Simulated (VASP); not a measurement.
Crystal: Nb.

```
Nb
1.0
     0.00000    2.15648    2.15648
     2.15648    0.00000    2.15648
     2.15648    2.15648    0.00000
Nb
1
Direct
  0.00000 0.00000 0.00000
```

Base run:

```yaml
Program: VASP 6.6.1
Functional: PBE
Potentials_or_basis: VASP PAW PBE potentials, release 64 (Nb_sv)
Cutoff: 520 eV
k_mesh: 11 × 11 × 11
Occupations: fermi-dirac, width 0.05 eV
Spin: no spin polarisation
```

Its results: pressure -10.2 GPa.

Problem. The run is repeated on the same cell with these changes: functional from PBE to r2SCAN. What comes out?

Solution. Pressure -10.7 GPa.

Caveats: the PAW data sets were made with another functional, which shifts forces and pressure a little (some runs).
